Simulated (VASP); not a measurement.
# Hf3Be (P6_3/mmc) in VASP: further runs

Runs on Hf3Be. Level: PBE. Tasks: single point.

Program: VASP 6.6.1. These are calculated values, not measurements. Logs are shortened: lines on timing, memory, paths and dates and some standing lists are left out, and cuts for length are marked.

### Step 1. The cell of the first run

The structure is hexagonal, space group P6_3/mmc (No. 194). Conventional cell: a = 6.022 Å, b = 6.022 Å, c = 4.836 Å, α = 90.00°, β = 90.00°, γ = 120.00°. Within 3.8 Å of Hf (site symmetry mm2) lie 8 Hf at 2.90 to 3.13 Å and 4 Be at 2.94 to 3.01 Å. Within 3.9 Å of Be (site symmetry -6m2) lie 12 Hf at 2.94 to 3.01 Å.

### Step 2. Single point, PBE

File INCAR:

```
SYSTEM = Hf3Be
  PREC = Accurate
  ENCUT = 520
  EDIFF = 1E-6
  ISMEAR = 0
  SIGMA = 0.1
  LREAL = .False.
  LASPH = .True.
  NELM = 100
  ALGO = Fast
  ISIF = 2
  LWAVE = .False.
  LCHARG = .False.
  GGA = PE
  NBANDS = 42
```

File KPOINTS:

```
regular mesh
0
Gamma
  3 3 4
  0 0 0
```

File POSCAR:

```
Hf3Be
1.0
    6.0221231761      0.0000000000      0.0000000000
   -3.0110615881      5.2153116552      0.0000000000
    0.0000000000      0.0000000000      4.8357996767
Hf Be
6 2
Direct
    0.8269451785      0.6538903571      0.2500000000
    0.1730548215      0.8269451785      0.7500000000
    0.3461096429      0.1730548215      0.2500000000
    0.1730548215      0.3461096429      0.7500000000
    0.8269451785      0.1730548215      0.2500000000
    0.6538903571      0.8269451785      0.7500000000
    0.3333333333      0.6666666667      0.2500000000
    0.6666666667      0.3333333333      0.7500000000
```

Potentials or basis: VASP PAW PBE potentials, release 64 (Hf_pv, Be).

Launch:

```sh
> cat potpaw_PBE.64/Hf_pv/POTCAR potpaw_PBE.64/Be/POTCAR > POTCAR
> mpirun -np 1 vasp_std > vasp.out
```

OUTCAR:

```text
SYSTEM = Hf3Be
   PREC = Accurate
   ENCUT = 520
   EDIFF = 1E-6
   ISMEAR = 0
   LREAL = .False.
   LASPH = .True.
   NELM = 100
   ISIF = 2
   GGA = PE

 ion  position               nearest neighbor table
   1  0.827  0.654  0.250-   3 2.90   5 2.90   8 2.94   8 2.94   7 3.01   7 3.01   6 3.02   6 3.02
                             2 3.02   2 3.02   3 3.13   5 3.13
   2  0.173  0.827  0.750-   6 2.90   4 2.90   7 2.94   7 2.94   8 3.01   8 3.01   1 3.02   1 3.02
                             3 3.02   3 3.02   6 3.13   4 3.13
   3  0.346  0.173  0.250-   1 2.90   5 2.90   8 2.94   8 2.94   7 3.01   7 3.01   4 3.02   4 3.02
                             2 3.02   2 3.02   1 3.13   5 3.13
   4  0.173  0.346  0.750-   6 2.90   2 2.90   7 2.94   7 2.94   8 3.01   8 3.01   3 3.02   3 3.02
                             5 3.02   5 3.02   6 3.13   2 3.13
   5  0.827  0.173  0.250-   3 2.90   1 2.90   8 2.94   8 2.94   7 3.01   7 3.01   4 3.02   4 3.02
                             6 3.02   6 3.02   3 3.13   1 3.13
   6  0.654  0.827  0.750-   4 2.90   2 2.90   7 2.94   7 2.94   8 3.01   8 3.01   1 3.02   1 3.02
                             5 3.02   5 3.02   4 3.13   2 3.13
   7  0.333  0.667  0.250-   2 2.94   2 2.94   6 2.94   6 2.94   4 2.94   4 2.94   5 3.01   5 3.01
                             1 3.01   1 3.01   3 3.01   3 3.01
   8  0.667  0.333  0.750-   5 2.94   5 2.94   3 2.94   3 2.94   1 2.94   1 2.94   2 3.01   2 3.01
                             4 3.01   4 3.01   6 3.01   6 3.01

  LATTYP: Found a hexagonal cell.
 ALAT       =     6.0221231761
 C/A-ratio  =     0.8030057731

  Lattice vectors:

 A1 = (   6.0221231761,   0.0000000000,   0.0000000000)
 A2 = (  -3.0110615881,   5.2153116552,   0.0000000000)
 A3 = (   0.0000000000,   0.0000000000,   4.8357996767)

Analysis of symmetry for initial positions (statically):
=====================================================================
 Subroutine PRICEL returns:
 Original cell was already a primitive cell.

 Routine SETGRP: Setting up the symmetry group for a
 hexagonal supercell.

 Subroutine GETGRP returns: Found 24 space group operations
 (whereof 12 operations were pure point group operations)
 out of a pool of 24 trial point group operations.

The static configuration has the point symmetry D_3d.
 The point group associated with its full space group is D_6h.

Analysis of symmetry for dynamics (positions and initial velocities):
=====================================================================
 Subroutine PRICEL returns:
 Original cell was already a primitive cell.

 Routine SETGRP: Setting up the symmetry group for a
 hexagonal supercell.

 Subroutine GETGRP returns: Found 24 space group operations
 (whereof 12 operations were pure point group operations)
 out of a pool of 24 trial point group operations.

The dynamic configuration has the point symmetry D_3d.
 The point group associated with its full space group is D_6h.

 Subroutine INISYM returns: Found 24 space group operations
 (whereof 12 operations are pure point group operations),
 and found     1 'primitive' translations

----------------------------------------------------------------------------------------

                                     Primitive cell

  volume of cell :     151.8792

  direct lattice vectors                    reciprocal lattice vectors
     6.022123176  0.000000000  0.000000000     0.166054392  0.095871548  0.000000000
    -3.011061588  5.215311655  0.000000000     0.000000000  0.191743095  0.000000000
     0.000000000  0.000000000  4.835799677     0.000000000  0.000000000  0.206791031

  length of vectors
     6.022123176  6.022123176  4.835799677     0.191743095  0.191743095  0.206791031

  position of ions in fractional coordinates (direct lattice)
     0.826945178  0.653890357  0.250000000
     0.173054822  0.826945178  0.750000000
     0.346109643  0.173054822  0.250000000
     0.173054822  0.346109643  0.750000000
     0.826945178  0.173054822  0.250000000
     0.653890357  0.826945178  0.750000000
     0.333333333  0.666666667  0.250000000
     0.666666667  0.333333333  0.750000000

  ion indices of the primitive-cell ions
   primitive index   ion index
                 1           1
                 2           2
                 3           3
                 4           4
                 5           5
                 6           6
                 7           7
                 8           8

----------------------------------------------------------------------------------------

 KPOINTS: regular mesh

Automatic generation of k-mesh.
 Grid dimensions read from file:
 generate k-points for:    3    3    4

 Generating k-lattice:

  Cartesian coordinates                     Fractional coordinates (reciprocal lattice)
     0.055351464  0.031957183  0.000000000     0.333333333  0.000000000  0.000000000
     0.000000000  0.063914365  0.000000000     0.000000000  0.333333333  0.000000000
     0.000000000  0.000000000  0.051697758     0.000000000  0.000000000  0.250000000

  Length of vectors
     0.063914365  0.063914365  0.051697758

  Shift w.r.t. Gamma in fractional coordinates (k-lattice)
     0.000000000  0.000000000  0.000000000

 Subroutine IBZKPT returns following result:
 ===========================================

 Found      9 irreducible k-points:

 Following reciprocal coordinates:
            Coordinates               Weight
  0.000000  0.000000  0.000000      1.000000
  0.333333  0.000000  0.000000      6.000000
  0.333333  0.333333  0.000000      2.000000
  0.000000  0.000000  0.250000      2.000000
  0.333333  0.000000  0.250000     12.000000
  0.333333  0.333333  0.250000      4.000000
  0.000000  0.000000  0.500000      1.000000
  0.333333  0.000000  0.500000      6.000000
  0.333333  0.333333  0.500000      2.000000
   k-points           NKPTS =      9   k-points in BZ     NKDIM =      9   number of bands    NBANDS=     42
   number of dos      NEDOS =    301   number of ions     NIONS =      8
   total plane-waves  NPLWV =  82944
   dimension x,y,z NGX =    48 NGY =   48 NGZ =   36
   dimension x,y,z NGXF=    96 NGYF=   96 NGZF=   72
   ions per type =               6   2
   NGX,Y,Z   is equivalent  to a cutoff of  13.25, 13.25, 12.38 a.u.
   NGXF,Y,Z  is equivalent  to a cutoff of  26.50, 26.50, 24.75 a.u.
 SYSTEM =  Hf3Be
   PREC   = accura    normal or accurate (medium, high low for compatibility)
   ISTART =      0    job   : 0-new  1-cont  2-samecut
   ICHARG =      2    charge: 1-file 2-atom 10-const
   ISPIN  =      1    spin polarized calculation?
   LNONCOLLINEAR =      F non collinear calculations
   LSORBIT =      F    spin-orbit coupling
   LASPH  =      T    aspherical Exc in radial PAW
   ENCUT  =  520.0 eV  38.22 Ry    6.18 a.u.  11.20 11.20  8.99*2*pi/ulx,y,z
   NELM   =    100;   NELMIN=  2; NELMDL= -5     # of ELM steps
   EDIFF  = 0.1E-05   stopping-criterion for ELM
   LREAL  =      F    real-space projection
   EDIFFG = 0.1E-04   stopping-criterion for IOM
   NSW    =      0    number of steps for IOM
   IBRION =     -1    ionic relax: 0-MD 1-quasi-New 2-CG
   NFREE  =      0    steps in history (QN), initial steepest desc. (CG)
   ISIF   =      2    stress and relaxation
   ISYM   =      2    0-nonsym 1-usesym 2-fastsym
   POTIM  = 0.5000    time-step for ionic-motion
   TEBEG  =    0.0;   TEEND  =   0.0 temperature during run
   PSTRESS=    0.0 pullay stress
   NELECT =      64.0000    total number of electrons
   NUPDOWN=      -1.0000    fix difference up-down
   EMIN   =  10.00;   EMAX   =-10.00  energy-range for DOS
   EFERMI =   0.00;   METHOD = LEGACY
   ISMEAR =     0;   SIGMA  =   0.10  broadening in eV -4-tet -1-fermi 0-gaus
   EFERMI_NEDOS =   21; number of points for ismear=-14 and -15
   IALGO  =     68    algorithm
   IMIX   =      4    mixing-type and parameters
     AMIX     =   0.40;   BMIX     =  1.00
     AMIX_MAG =   1.60;   BMIX_MAG =  1.00
  volume/ion in A,a.u.               =      18.98       128.12
  Fermi-wavevector in a.u.,A,eV,Ry     =   1.227351  2.319357 20.495684  1.506390
  Thomas-Fermi vector in A             =   2.362318
   LORBIT       =      0    0 simple, 1 ext, 2 COOP (PROOUT), +10 PAW based schemes
   GGA     = PE    functional components
   LHFCALC =     F    Hartree Fock is set to
   AEXX    =    0.0000 exact exchange contribution
   IVDW    =     0    specifies the selected vdW correction
   LEPSILON=     F    determine dielectric tensor
   LRPA    =     F    only Hartree local field effects (RPA)
 non-spin polarized calculation
 RMM-DIIS sequential band-by-band and
 Gauss-broadening in eV      SIGMA  =   0.10
  energy-cutoff  :      520.00
  volume of cell :      151.88
 maximum number of plane-waves:      4134
 NGX is ok and might be reduce to    48
   NGX = 23   NGY = 23   NGZ = 17

 number of electron      64.0000009 magnetization

 Free energy of the ion-electron system (eV)
  ---------------------------------------------------
  ext. energy  EPLUGINS =         0.00000000
  ---------------------------------------------------
  free energy    TOTEN  =       -66.03056274 eV

  energy without entropy =      -65.98900573  energy(sigma->0) =      -66.00978424

 E-fermi :   4.6250     XC(G=0): -11.1496

 val. band max:        4.6186021040   @ k =   0.3333   0.0000   0.5000
 cond. band min:       4.6576069332   @ k =   0.3333   0.3333   0.5000
 fundamental gap:      0.0390048291
 Fermi energy:         4.6250165468

 k-point     1 :       0.0000    0.0000    0.0000
  band No.  band energies     occupation
      1     -26.1857      2.00000
      2     -26.0124      2.00000
      3     -25.9724      2.00000
      4     -25.7954      2.00000
      5     -25.7954      2.00000
      6     -25.7338      2.00000
[... 34 lines left out ...]
     41       8.0611      0.00000
     42       8.4611      0.00000
[... 319 lines left out ...]
      2     -25.8862      2.00000
      3     -25.8834      2.00000
      4     -25.8834      2.00000
      5     -25.7709      2.00000
      6     -25.7709      2.00000
[... 34 lines left out ...]
     41       7.2369      0.00000
     42       7.3925      0.00000

------------------------ aborting loop because EDIFF is reached ----------------------------------------

  FORCE on cell =-STRESS in cart. coord.  units (eV):
  Direction    XX          YY          ZZ          XY          YZ          ZX
  --------------------------------------------------------------------------------------
  -------------------------------------------------------------------------------------
  Total       -0.3731929     -0.3731929     -0.2996163      0.0000000     -0.0000000      0.0000000
  in kB       -3.9368218     -3.9368218     -3.1606606      0.0000000     -0.0000000      0.0000000
  external PRESSURE =      -3.6781014 kB  Pullay stress =       0.0000000 kB

 VOLUME and BASIS-vectors are now :
 -----------------------------------------------------------------------------
  energy-cutoff  :      520.00
  volume of cell :      151.88
      direct lattice vectors                 reciprocal lattice vectors
     6.022123176  0.000000000  0.000000000     0.166054392  0.095871548  0.000000000
    -3.011061588  5.215311655  0.000000000     0.000000000  0.191743095  0.000000000
     0.000000000  0.000000000  4.835799677     0.000000000  0.000000000  0.206791031

 POSITION                                       TOTAL-FORCE (eV/Angst)
 -----------------------------------------------------------------------------------
      3.01106      3.41024      1.20895         0.000000     -0.021680      0.000000
     -1.44783      4.31278      3.62685         0.018776     -0.010840     -0.000000
      1.56324      0.90253      1.20895         0.018776      0.010840     -0.000000
      0.00000      1.80507      3.62685        -0.000000      0.021680     -0.000000
      4.45889      0.90253      1.20895        -0.018776      0.010840      0.000000
      1.44783      4.31278      3.62685        -0.018776     -0.010840      0.000000
     -0.00000      3.47687      1.20895         0.000000     -0.000000      0.000000
      3.01106      1.73844      3.62685         0.000000     -0.000000      0.000000
 -----------------------------------------------------------------------------------
    total drift:                               -0.000000      0.000000     -0.000000

  FREE ENERGIE OF THE ION-ELECTRON SYSTEM (eV)
  ---------------------------------------------------
  free  energy   TOTEN  =       -66.0305627369 eV

  energy  without entropy=      -65.9890057344  energy(sigma->0) =      -66.00978424
```

Run time: 74 s. Hardware: 1 thread of Intel Xeon 6975P-C, shared host; peak memory 0.29 GiB.

What came out:

| Item | Value |
| --- | --- |
| Free energy | -66.0306 eV |
| Pressure | -0.4 GPa |
| Largest force | 0.022 eV/Å |
| Band gap on the k mesh | zero (band 32 reaches 4.62 eV, above the bottom of band 33 at 4.54 eV) |

Forces on the atoms (eV/Å):
```
Hf   0.000 -0.022  0.000
Hf   0.019 -0.011  0.000
Hf   0.019  0.011  0.000
Hf   0.000  0.022  0.000
Hf  -0.019  0.011  0.000
Hf  -0.019 -0.011  0.000
Be   0.000  0.000  0.000
Be   0.000  0.000  0.000
```

Stress tensor (GPa, compression positive):
```
-0.39  0.00  0.00
 0.00 -0.39  0.00
 0.00  0.00 -0.32
```

Caveat: the k points lie up to 0.40 Å⁻¹ apart; spin-orbit coupling is left out, which moves the levels of the heavy elements.

### Step 3. Single point, PBE

This run uses another cell than the first one, of 19.21 Å³/atom, 1.012 times its volume.

File INCAR:

```
ALGO = Normal
EDIFF = 1E-7
ENCUT = 520
GGA = PE
ISIF = 2
ISMEAR = 0
LASPH = True
LCHARG = False
LREAL = False
LWAVE = False
NBANDS = 42
NELM = 100
PREC = Accurate
SIGMA = 0.1
```

File KPOINTS:

```
k-points
0
Gamma
  3 3 4
```

File POSCAR:

```
Hf3Be
1.0
    6.0463490252      0.0000000000      0.0000000000
   -3.0231745126      5.2362918559      0.0000000000
    0.0000000000      0.0000000000      4.8531279979
Hf Be
6 2
Direct
    0.8330000000      0.6660000000      0.2500000000
    0.1670000000      0.8330000000      0.7500000000
    0.3340000000      0.1670000000      0.2500000000
    0.1670000000      0.3340000000      0.7500000000
    0.8330000000      0.1670000000      0.2500000000
    0.6660000000      0.8330000000      0.7500000000
    0.3333333333      0.6666666667      0.2500000000
    0.6666666667      0.3333333333      0.7500000000
```

Potentials or basis: VASP PAW PBE potentials, release 64 (Hf_pv, Be).

Launch:

```sh
> cat potpaw_PBE.64/Hf_pv/POTCAR potpaw_PBE.64/Be/POTCAR > POTCAR
> mpirun -np 1 vasp_std > vasp.out
```

It took 65 s on 1 thread of Intel Xeon 6975P-C, shared host; peak memory 0.29 GiB.

It converged, with:

- Free energy: -65.8223 eV
- Pressure: -0.5 GPa
- Largest force: 0.977 eV/Å
- Band gap on the k mesh: zero (band 32 reaches 4.60 eV, above the bottom of band 33 at 4.54 eV)

Forces on the atoms (eV/Å):
```
Hf   0.000 -0.977  0.000
Hf   0.846 -0.488  0.000
Hf   0.846  0.488  0.000
Hf   0.000  0.977  0.000
Hf  -0.846  0.488  0.000
Hf  -0.846 -0.488  0.000
Be   0.000  0.000  0.000
Be   0.000  0.000  0.000
```

Stress tensor (GPa, compression positive):
```
-1.43  0.00  0.00
 0.00 -1.43  0.00
 0.00  0.00  1.44
```

Levels at points of the mesh, in eV from the Fermi level:
```csv
k point,band 30,band 31,band 32,band 33,band 34,band 35
"(0.00, 0.00, 0.00)",-0.64,-0.64,-0.13,0.33,0.42,1.26
"(0.00, 0.00, 0.50)",-0.44,-0.43,-0.43,0.28,0.28,0.89
```

Caveat: the k points lie up to 0.40 Å⁻¹ apart; spin-orbit coupling is left out, which moves the levels of the heavy elements.
